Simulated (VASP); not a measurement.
# CuO (P1) in VASP: single point with PBEsol

Aim: the single point of CuO with PBEsol.

Program: VASP 6.6.1. These are calculated values, not measurements. Logs are shortened: lines on timing, memory, paths and dates and some standing lists are left out, and cuts for length are marked.

**1. The cell of the first run**

The typed cell holds 4 atoms: a = 2.976 Å, b = 2.908 Å, c = 5.180 Å, α = 90.89°, β = 88.87°, γ = 95.54°.

**2. Single point, PBEsol**

INCAR

```
SYSTEM = CuO
PREC = Accurate
ENCUT = 520
EDIFF = 1E-6
ISMEAR = 0
SIGMA = 0.1
LREAL = .FALSE.
LASPH = .TRUE.
NELM = 80
ALGO = Normal
ISIF = 2
LWAVE = .FALSE.
LCHARG = .FALSE.
GGA = PS
NBANDS = 25
```

KPOINTS

```
regular mesh
0
G
  6 8 4
  0 0 0
```

POSCAR

```
CuO
1.0
    2.0020983537     -2.2010098272      0.0291588292
    1.9521302856      2.1548140925     -0.0225834655
    0.0085139745     -0.0619394827      5.1796991639
Cu O
2 2
Direct
   -0.0032510948      0.5415648415      0.0656106232
    0.5210979807     -0.0290031121      0.4987049539
    0.5006637234      0.4714371442      0.2477522482
    0.5178831113      0.5129565847      0.7234576730
```

Potentials or basis: VASP PAW PBE potentials, release 64 (Cu, O).

Launch:

```sh
cat potpaw_PBE.64/Cu/POTCAR potpaw_PBE.64/O/POTCAR > POTCAR
mpirun -np 1 vasp_std > vasp.out
```

OUTCAR:

```text
SYSTEM = CuO
   PREC = Accurate
   ENCUT = 520
   EDIFF = 1E-6
   ISMEAR = 0
   LREAL = .FALSE.
   LASPH = .TRUE.
   NELM = 80
   ISIF = 2
   GGA = PS

 ion  position               nearest neighbor table
   1  0.997  0.542  0.066-   3 1.73   3 1.82   4 2.29   4 2.34
   2  0.521  0.971  0.499-   4 1.78   3 1.93   4 1.95   3 1.97
   3  0.501  0.471  0.248-   1 1.73   1 1.82   2 1.93   2 1.97
   4  0.518  0.513  0.723-   2 1.78   2 1.95   1 2.29   1 2.34

  LATTYP: Found a triclinic cell.
 ALAT       =    10.0296444141
 B/A-ratio  =     0.6850615298
 C/A-ratio  =     1.2047803680
 COS(alpha) =     0.0002605365
 COS(beta)  =     0.5704201610
 COS(gamma) =     0.8197538657

  Lattice vectors:

 A1 = (   0.0914221617,  -8.6497083567,  -5.0762145745)
 A2 = (   2.0520664218,  -6.5568337469,   0.0809011239)
 A3 = (  -5.9233868739,  -1.9847393924, -10.3433902260)

Analysis of symmetry for initial positions (statically):
=====================================================================
 Subroutine PRICEL returns:
 Original cell was already a primitive cell.

 Routine SETGRP: Setting up the symmetry group for a
 triclinic supercell.

 Subroutine GETGRP returns: Found  1 space group operations
 (whereof  1 operations were pure point group operations)
 out of a pool of  2 trial point group operations.

The static configuration has the point symmetry C_1 .

Analysis of symmetry for dynamics (positions and initial velocities):
=====================================================================
 Subroutine PRICEL returns:
 Original cell was already a primitive cell.

 Routine SETGRP: Setting up the symmetry group for a
 triclinic supercell.

 Subroutine GETGRP returns: Found  1 space group operations
 (whereof  1 operations were pure point group operations)
 out of a pool of  2 trial point group operations.

The dynamic configuration has the point symmetry C_1 .

 Subroutine INISYM returns: Found  1 space group operations
 (whereof  1 operations are pure point group operations),
 and found     1 'primitive' translations

----------------------------------------------------------------------------------------

                                     Primitive cell

  volume of cell :      44.5950

[... 83 lines left out ...]
   PREC   = accura    normal or accurate (medium, high low for compatibility)
   ISTART =      0    job   : 0-new  1-cont  2-samecut
   ICHARG =      2    charge: 1-file 2-atom 10-const
   ISPIN  =      1    spin polarized calculation?
   LNONCOLLINEAR =      F non collinear calculations
   LSORBIT =      F    spin-orbit coupling
   LASPH  =      T    aspherical Exc in radial PAW
   ENCUT  =  520.0 eV  38.22 Ry    6.18 a.u.   5.53  5.41  9.63*2*pi/ulx,y,z
   NELM   =     80;   NELMIN=  2; NELMDL= -5     # of ELM steps
   EDIFF  = 0.1E-05   stopping-criterion for ELM
   LREAL  =      F    real-space projection
   EDIFFG = 0.1E-04   stopping-criterion for IOM
   NSW    =      0    number of steps for IOM
   IBRION =     -1    ionic relax: 0-MD 1-quasi-New 2-CG
   NFREE  =      0    steps in history (QN), initial steepest desc. (CG)
   ISIF   =      2    stress and relaxation
   ISYM   =      2    0-nonsym 1-usesym 2-fastsym
   POTIM  = 0.5000    time-step for ionic-motion
   TEBEG  =    0.0;   TEEND  =   0.0 temperature during run
   PSTRESS=    0.0 pullay stress
   NELECT =      34.0000    total number of electrons
   NUPDOWN=      -1.0000    fix difference up-down
   EMIN   =  10.00;   EMAX   =-10.00  energy-range for DOS
   EFERMI =   0.00;   METHOD = LEGACY
   ISMEAR =     0;   SIGMA  =   0.10  broadening in eV -4-tet -1-fermi 0-gaus
   EFERMI_NEDOS =   21; number of points for ismear=-14 and -15
   IALGO  =     38    algorithm
   IMIX   =      4    mixing-type and parameters
     AMIX     =   0.40;   BMIX     =  1.00
     AMIX_MAG =   1.60;   BMIX_MAG =  1.00
  volume/ion in A,a.u.               =      11.15        75.24
  Fermi-wavevector in a.u.,A,eV,Ry     =   1.495567  2.826212 30.432435  2.236721
  Thomas-Fermi vector in A             =   2.607695
   LORBIT       =      0    0 simple, 1 ext, 2 COOP (PROOUT), +10 PAW based schemes
   GGA     = PS    functional components
   LHFCALC =     F    Hartree Fock is set to
   AEXX    =    0.0000 exact exchange contribution
   IVDW    =     0    specifies the selected vdW correction
   LEPSILON=     F    determine dielectric tensor
   LRPA    =     F    only Hartree local field effects (RPA)
 non-spin polarized calculation
 Gauss-broadening in eV      SIGMA  =   0.10
  energy-cutoff  :      520.00
  volume of cell :       44.59
 maximum number of plane-waves:      1218
 NGX is ok and might be reduce to    24
   NGX = 11   NGY = 11   NGZ = 19

 number of electron      34.0000008 magnetization

 Free energy of the ion-electron system (eV)
  ---------------------------------------------------
  ext. energy  EPLUGINS =         0.00000000
  ---------------------------------------------------
  free energy    TOTEN  =       -20.44595214 eV

  energy without entropy =      -20.43813784  energy(sigma->0) =      -20.44204499

 E-fermi :   4.5962     XC(G=0): -11.5266

 val. band max:        4.5960622541   @ k =   0.0000  -0.3750   0.2500
 cond. band min:       4.6201160611   @ k =   0.1667   0.1250   0.5000
 fundamental gap:      0.0240538070
 Fermi energy:         4.5962432420

 k-point     1 :       0.0000    0.0000    0.0000
  band No.  band energies     occupation
      1     -15.6872      2.00000
      2     -13.4843      2.00000
      3      -3.6335      2.00000
      4      -1.8751      2.00000
      5      -1.3751      2.00000
      6       0.1779      2.00000
[... 661 lines left out ...]
     24      17.6106      0.00000
     25      18.1693      0.00000

 [... further k-points ...]
[... 5 lines left out ...]
  --------------------------------------------------------------------------------------
  -------------------------------------------------------------------------------------
  Total        1.8353868      1.3350197      0.6729506     -2.1525351     -0.3267401     -1.7531510
  in kB       65.9405340     47.9636844     24.1773146    -77.3348209    -11.7388960    -62.9860190
  external PRESSURE =      46.0271777 kB  Pullay stress =       0.0000000 kB

 VOLUME and BASIS-vectors are now :
 -----------------------------------------------------------------------------
  energy-cutoff  :      520.00
  volume of cell :       44.59
      direct lattice vectors                 reciprocal lattice vectors
     2.002098354 -2.201009827  0.029158829     0.250250053 -0.226744030 -0.003122774
     1.952130286  2.154814093 -0.022583466     0.255606550  0.232537937  0.002360572
     0.008513975 -0.061939483  5.179699164    -0.000294325  0.002290307  0.193089277

 POSITION                                       TOTAL-FORCE (eV/Angst)
 -----------------------------------------------------------------------------------
      3.05335     -1.03095      0.35668         0.740844     -0.963885     -3.841386
      2.94305      0.91449      2.57641         0.821607      1.267102     -0.234267
      1.92479     -0.10145      1.28723        -0.959827      0.478409      2.144939
      2.04437     -0.07935      3.75081        -0.602624     -0.781625      1.930714
 -----------------------------------------------------------------------------------
    total drift:                                0.000171     -0.000275     -0.000086

  FREE ENERGIE OF THE ION-ELECTRON SYSTEM (eV)
  ---------------------------------------------------
  free  energy   TOTEN  =       -20.4459521381 eV

  energy  without entropy=      -20.4381378406  energy(sigma->0) =      -20.44204499
```

It took 3.6 min on 1 thread of AMD EPYC 7R13, shared host; peak memory 0.2 GiB.

What came out:

```yaml
Free_energy: -20.4460 eV
Pressure: 4.6 GPa
Largest_force: 4.029 eV/Å
Band_gap_on_the_k_mesh: zero (band 17 reaches 5.13 eV, above the bottom of band 18 at 4.28 eV)
```

Forces on the atoms (eV/Å):
```
Cu   0.741 -0.964 -3.841
Cu   0.822  1.267 -0.234
O   -0.960  0.478  2.145
O   -0.603 -0.782  1.931
```

Caveat: the PAW data sets were made with another functional, which shifts forces and pressure a little; semilocal functionals often make such compounds metallic where correlation or magnetic order opens a gap, which also shifts bond lengths. With open d or f shells a metallic result of PBEsol can be an artefact of self-interaction; +U or a hybrid may open a gap.
